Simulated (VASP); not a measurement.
# C in VASP: a series of runs

Runs on C. Level: r2SCAN. Tasks: single point.

All numbers are computed with VASP 6.6.1; they aren't measurements. Logs are shortened: lines on timing, memory, paths and dates and some standing lists are left out, and cuts for length are marked.

## 1. The cell of the first run

The structure is hexagonal, space group P6_3/mmc (No. 194). Conventional cell: a = 1.709 Å, b = 1.709 Å, c = 6.523 Å, α = 90.00°, β = 90.00°, γ = 120.00°. Within 2.3 Å of C (site symmetry -6m2) lie 6 C at 1.71 Å.

## 2. Single point, r2SCAN

Input file POSCAR:

```
C
1.0
    1.7092975136      0.0000000000      0.0000000000
   -0.8546487568      1.4802950694      0.0000000000
    0.0000000000      0.0000000000      6.5232839619
C
2
Direct
    0.3333333333      0.6666666667      0.2500000000
    0.6666666667      0.3333333333      0.7500000000
```

Input file INCAR.step1:

```
  PREC = Accurate
  ENCUT = 520
  ISMEAR = 0
  SIGMA = 0.1
  LREAL = False
  LASPH = True
  NELM = 60
  NBANDS = 11
  GGA = PE
  ALGO = Normal
  EDIFF = 1E-4
  LWAVE = True
  LCHARG = False
```

Input file INCAR.step2:

```
  PREC = Accurate
  ENCUT = 520
  EDIFF = 1E-6
  ISMEAR = 0
  SIGMA = 0.1
  LREAL = False
  LASPH = True
  NELM = 60
  ALGO = Normal
  ISIF = 2
  LWAVE = False
  LCHARG = False
  METAGGA = R2SCAN
  LMIXTAU = True
  NBANDS = 11
  ISTART = 1
```

Input file KPOINTS:

```
Automatic mesh
0
Gamma
  30 30 16
```

Potentials or basis: VASP PAW PBE potentials, release 64 (C).

On the command line:

```bash
> cat potpaw_PBE.64/C/POTCAR > POTCAR
> cp INCAR.step1 INCAR
> mpirun -np 1 vasp_std > vasp.out
> cp INCAR.step2 INCAR
> mpirun -np 1 vasp_std > vasp.out
```

OUTCAR:

```text
PREC = Accurate
   ENCUT = 520
   EDIFF = 1E-6
   ISMEAR = 0
   LREAL = False
   LASPH = True
   NELM = 60
   ISIF = 2
   METAGGA = R2SCAN
   ISTART = 1

 ion  position               nearest neighbor table
   1  0.333  0.667  0.250-
   2  0.667  0.333  0.750-

  LATTYP: Found a hexagonal cell.
 ALAT       =     1.7092975136
 C/A-ratio  =     3.8163537418

  Lattice vectors:

 A1 = (   1.7092975136,   0.0000000000,   0.0000000000)
 A2 = (  -0.8546487568,   1.4802950694,   0.0000000000)
 A3 = (   0.0000000000,   0.0000000000,   6.5232839619)

Analysis of symmetry for initial positions (statically):
=====================================================================
 Subroutine PRICEL returns:
 Original cell was already a primitive cell.

 Routine SETGRP: Setting up the symmetry group for a
 hexagonal supercell.

 Subroutine GETGRP returns: Found 24 space group operations
 (whereof 12 operations were pure point group operations)
 out of a pool of 24 trial point group operations.

The static configuration has the point symmetry D_3d.
 The point group associated with its full space group is D_6h.

Analysis of symmetry for dynamics (positions and initial velocities):
=====================================================================
 Subroutine PRICEL returns:
 Original cell was already a primitive cell.

 Routine SETGRP: Setting up the symmetry group for a
 hexagonal supercell.

 Subroutine GETGRP returns: Found 24 space group operations
 (whereof 12 operations were pure point group operations)
 out of a pool of 24 trial point group operations.

The dynamic configuration has the point symmetry D_3d.
 The point group associated with its full space group is D_6h.

 Subroutine INISYM returns: Found 24 space group operations
 (whereof 12 operations are pure point group operations),
 and found     1 'primitive' translations

----------------------------------------------------------------------------------------

                                     Primitive cell

  volume of cell :      16.5056

  direct lattice vectors                    reciprocal lattice vectors
     1.709297514  0.000000000  0.000000000     0.585035661  0.337770496  0.000000000
    -0.854648757  1.480295069  0.000000000     0.000000000  0.675540992  0.000000000
     0.000000000  0.000000000  6.523283962     0.000000000  0.000000000  0.153297021

  length of vectors
     1.709297514  1.709297514  6.523283962     0.675540992  0.675540992  0.153297021

  position of ions in fractional coordinates (direct lattice)
     0.333333333  0.666666667  0.250000000
     0.666666667  0.333333333  0.750000000

  ion indices of the primitive-cell ions
   primitive index   ion index
                 1           1
                 2           2

----------------------------------------------------------------------------------------

 KPOINTS: Automatic mesh

Automatic generation of k-mesh.
 Grid dimensions read from file:
 generate k-points for:   30   30   16

 Generating k-lattice:

  Cartesian coordinates                     Fractional coordinates (reciprocal lattice)
     0.019501189  0.011259017  0.000000000     0.033333333  0.000000000  0.000000000
     0.000000000  0.022518033  0.000000000     0.000000000  0.033333333  0.000000000
     0.000000000  0.000000000  0.009581064     0.000000000  0.000000000  0.062500000

  Length of vectors
     0.022518033  0.022518033  0.009581064

  Shift w.r.t. Gamma in fractional coordinates (k-lattice)
     0.000000000  0.000000000  0.000000000

 Subroutine IBZKPT returns following result:
 ===========================================

 Found    819 irreducible k-points:

 Following reciprocal coordinates:
            Coordinates               Weight
  0.000000  0.000000  0.000000      1.000000
  0.033333  0.000000  0.000000      6.000000
  0.066667  0.000000  0.000000      6.000000
  0.100000  0.000000  0.000000      6.000000
  0.133333  0.000000  0.000000      6.000000
  0.166667  0.000000  0.000000      6.000000
[... 16 lines left out ...]
  0.233333  0.033333  0.000000     12.000000
  0.266667  0.033333  0.000000     12.000000
 [... further k-points ...]
   k-points           NKPTS =    819   k-points in BZ     NKDIM =    819   number of bands    NBANDS=     11
   number of dos      NEDOS =    301   number of ions     NIONS =      2
   total plane-waves  NPLWV =   9800
   dimension x,y,z NGX =    14 NGY =   14 NGZ =   50
   dimension x,y,z NGXF=    28 NGYF=   28 NGZF=  100
   ions per type =               2
   NGX,Y,Z   is equivalent  to a cutoff of  13.62, 13.62, 12.74 a.u.
   NGXF,Y,Z  is equivalent  to a cutoff of  27.23, 27.23, 25.49 a.u.
 SYSTEM =  unknown system
   PREC   = accura    normal or accurate (medium, high low for compatibility)
   ISTART =      1    job   : 0-new  1-cont  2-samecut
   ICHARG =      0    charge: 1-file 2-atom 10-const
   ISPIN  =      1    spin polarized calculation?
   LNONCOLLINEAR =      F non collinear calculations
   LSORBIT =      F    spin-orbit coupling
   LASPH  =      T    aspherical Exc in radial PAW
   ENCUT  =  520.0 eV  38.22 Ry    6.18 a.u.   3.18  3.18 12.13*2*pi/ulx,y,z
   NELM   =     60;   NELMIN=  2; NELMDL=  0     # of ELM steps
   EDIFF  = 0.1E-05   stopping-criterion for ELM
   LREAL  =      F    real-space projection
   EDIFFG = 0.1E-04   stopping-criterion for IOM
   NSW    =      0    number of steps for IOM
   IBRION =     -1    ionic relax: 0-MD 1-quasi-New 2-CG
   NFREE  =      0    steps in history (QN), initial steepest desc. (CG)
   ISIF   =      2    stress and relaxation
   ISYM   =      2    0-nonsym 1-usesym 2-fastsym
   POTIM  = 0.5000    time-step for ionic-motion
   TEBEG  =    0.0;   TEEND  =   0.0 temperature during run
   PSTRESS=    0.0 pullay stress
   NELECT =       8.0000    total number of electrons
   NUPDOWN=      -1.0000    fix difference up-down
   EMIN   =  10.00;   EMAX   =-10.00  energy-range for DOS
   EFERMI =   0.00;   METHOD = LEGACY
   ISMEAR =     0;   SIGMA  =   0.10  broadening in eV -4-tet -1-fermi 0-gaus
   EFERMI_NEDOS =   21; number of points for ismear=-14 and -15
   IALGO  =     38    algorithm
   IMIX   =      4    mixing-type and parameters
     AMIX     =   0.40;   BMIX     =  1.00
     AMIX_MAG =   1.60;   BMIX_MAG =  1.00
  volume/ion in A,a.u.               =       8.25        55.69
  Fermi-wavevector in a.u.,A,eV,Ry     =   1.285960  2.430112 22.499856  1.653693
  Thomas-Fermi vector in A             =   2.418063
   LORBIT       =      0    0 simple, 1 ext, 2 COOP (PROOUT), +10 PAW based schemes
   METAGGA = R2SCAN    functional components
   LHFCALC =     F    Hartree Fock is set to
   AEXX    =    0.0000 exact exchange contribution
   IVDW    =     0    specifies the selected vdW correction
   LEPSILON=     F    determine dielectric tensor
   LRPA    =     F    only Hartree local field effects (RPA)
 non-spin polarized calculation
 Gauss-broadening in eV      SIGMA  =   0.10
  energy-cutoff  :      520.00
  volume of cell :       16.51
 maximum number of plane-waves:       463
 NGX is ok and might be reduce to    14
   NGX =  7   NGY =  7   NGZ = 25

 number of electron       7.9999999 magnetization

 Free energy of the ion-electron system (eV)
  ---------------------------------------------------
  ext. energy  EPLUGINS =         0.00000000
  ---------------------------------------------------
  free energy    TOTEN  =       -11.55611870 eV

  energy without entropy =      -11.55251786  energy(sigma->0) =      -11.55431828

 E-fermi :   6.3745     XC(G=0): -12.0011

 val. band max:        6.3712077070   @ k =   0.3333   0.0667   0.0000
 cond. band min:       6.3773785069   @ k =   0.3667   0.0000   0.3750
 fundamental gap:      0.0061707999
 Fermi energy:         6.3744956562

 k-point     1 :       0.0000    0.0000    0.0000
  band No.  band energies     occupation
      1     -16.6803      2.00000
      2     -16.3543      2.00000
      3      -3.9260      2.00000
      4      -1.6503      2.00000
      5      10.2440      0.00000
      6      18.1399      0.00000
      7      24.1487      0.00000
      8      24.1487      0.00000
      9      24.1531      0.00000
     10      24.1531      0.00000
     11      25.1932      0.00000

 k-point     2 :       0.0333    0.0000    0.0000
  band No.  band energies     occupation
      1     -16.6189      2.00000
      2     -16.2937      2.00000
      3      -3.8524      2.00000
      4      -1.5792      2.00000
      5      10.3098      0.00000
      6      18.2037      0.00000
      7      23.7169      0.00000
      8      23.9551      0.00000
      9      24.0331      0.00000
     10      24.0392      0.00000
     11      25.5081      0.00000

 k-point     3 :       0.0667    0.0000    0.0000
  band No.  band energies     occupation
      1     -16.4348      2.00000
      2     -16.1123      2.00000
      3      -3.6319      2.00000
      4      -1.3662      2.00000
      5      10.5061      0.00000
      6      18.3942      0.00000
      7      22.8318      0.00000
      8      23.3534      0.00000
      9      23.6963      0.00000
     10      23.7060      0.00000
     11      26.0340      0.00000

 k-point     4 :       0.1000    0.0000    0.0000
  band No.  band energies     occupation
      1     -16.1283      2.00000
      2     -15.8100      2.00000
      3      -3.2652      2.00000
      4      -1.0124      2.00000
      5      10.8281      0.00000
      6      18.7086      0.00000
      7      21.6851      0.00000
      8      22.3847      0.00000
      9      23.1814      0.00000
     10      23.1943      0.00000
     11      26.5972      0.00000
[... 239 lines left out ...]
 k-point    22 :       0.2000    0.0333    0.0000
  band No.  band energies     occupation
      1     -14.0577      2.00000
      2     -13.7676      2.00000
      3      -0.8051      2.00000
      4       1.3443      2.00000
      5      12.5278      0.00000
      6      15.8155      0.00000
      7      17.2491      0.00000
      8      20.3947      0.00000
      9      20.4594      0.00000
     10      20.7033      0.00000
     11      29.1257      0.00000

 k-point    23 :       0.2333    0.0333    0.0000
  band No.  band energies     occupation
      1     -13.2139      2.00000
      2     -12.9352      2.00000
      3       0.1870      2.00000
      4       2.2841      2.00000
      5      12.3361      0.00000
      6      13.7686      0.00000
      7      16.3582      0.00000
      8      19.6482      0.00000
      9      19.7283      0.00000
     10      21.4196      0.00000
     11      30.0195      0.00000

 k-point    24 :       0.2667    0.0333    0.0000
  band No.  band energies     occupation
      1     -12.2581      2.00000
      2     -11.9930      2.00000
      3       1.3013      2.00000
      4       3.3296      2.00000
      5      11.0729      0.00000
      6      11.6543      0.00000
      7      16.6044      0.00000
      8      18.9572      0.00000
      9      19.0664      0.00000
     10      22.1191      0.00000
     11      31.0137      0.00000

 [... further k-points ...]
[... 5 lines left out ...]
  --------------------------------------------------------------------------------------
  -------------------------------------------------------------------------------------
  Total        0.0237150      0.0237150     -0.0077732      0.0000000     -0.0000000      0.0000000
  in kB        2.3019752      2.3019752     -0.7545319      0.0000000     -0.0000000      0.0000000
  external PRESSURE =       1.2831395 kB  Pullay stress =       0.0000000 kB

 VOLUME and BASIS-vectors are now :
 -----------------------------------------------------------------------------
  energy-cutoff  :      520.00
  volume of cell :       16.51
      direct lattice vectors                 reciprocal lattice vectors
     1.709297514  0.000000000  0.000000000     0.585035661  0.337770496  0.000000000
    -0.854648757  1.480295069  0.000000000     0.000000000  0.675540992  0.000000000
     0.000000000  0.000000000  6.523283962     0.000000000  0.000000000  0.153297021

 POSITION                                       TOTAL-FORCE (eV/Angst)
 -----------------------------------------------------------------------------------
     -0.00000      0.98686      1.63082         0.000000      0.000000      0.000000
      0.85465      0.49343      4.89246        -0.000000     -0.000000      0.000000
 -----------------------------------------------------------------------------------
    total drift:                                0.000000     -0.000000      0.000000

  FREE ENERGIE OF THE ION-ELECTRON SYSTEM (eV)
  ---------------------------------------------------
  free  energy   TOTEN  =       -11.5561187034 eV

  energy  without entropy=      -11.5525178617  energy(sigma->0) =      -11.55431828
```

It took 5.4 min on 1 thread of AMD EPYC 9R45 (Zen 5), shared host; peak memory 0.19 GiB.

What came out:

- Free energy: -11.5561 eV
- Pressure: 0.1 GPa
- Band gap on the k mesh: zero (band 4 reaches 7.67 eV, above the bottom of band 5 at 5.47 eV)

Levels at points of the mesh, in eV from the Fermi level:
```tsv
k point	band 1	band 2	band 3	band 4	band 5	band 6	band 7	band 8	band 9
(0.00, 0.00, 0.00)	-23.05	-22.73	-10.30	-8.02	3.87	11.77	17.77	17.77	17.78
(0.50, 0.00, 0.00)	-11.90	-11.85	-5.58	-5.40	2.20	2.76	10.60	10.64	13.40
(0.00, 0.00, 0.50)	-22.90	-22.90	-9.28	-9.28	7.04	7.04	17.78	17.78	17.78
(0.50, 0.00, 0.50)	-11.87	-11.87	-5.49	-5.49	2.50	2.50	10.62	10.62	14.05
```

Caveat: the PAW data sets were made with another functional, which shifts forces and pressure a little.

[end of part 1 of 2]
